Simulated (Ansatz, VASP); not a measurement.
# MgS in VASP and in Ansatz

```
Mg S
1.0
     0.00000    2.60165    2.62767
     2.60165    0.00000    2.62767
     2.60165    2.60165    0.00000
Mg S
1 1
Direct
  0.00000 0.00000 0.00000
  0.50000 0.50000 0.50000
```

Change from the starting cell: zz strain of +1 %.

Alike in both runs: task single point; functional LDA; k mesh 8 × 8 × 8; occupations fermi-dirac, width 0.01 eV; no spin polarisation.

|  | VASP | Ansatz |
| --- | --- | --- |
| version | VASP 6.6.1 | Ansatz 0.2.0 |
| potentials or method | VASP PAW LDA potentials, release 64 (Mg, S), cutoff 520 eV | all-electron LAPW, scalar-relativistic |

Ansatz gave:

| Quantity | Value |
| --- | --- |
| gap on the k mesh at the Fermi level (eV) | 2.50 |
| pressure (GPa) | -3.9 |
| traceless stress, the component that is largest in VASP (GPa) | -0.58 |

Q: Which values does VASP return?

A: gap on the k mesh at the Fermi level (eV): 2.49; pressure (GPa): -4.5; traceless stress, the component that is largest in VASP (GPa): -0.58.

LDA's correlation is that of Perdew and Zunger in VASP and of Perdew and Wang (1992) in Ansatz. Ansatz ran all-electron here, and VASP with PAW potentials.
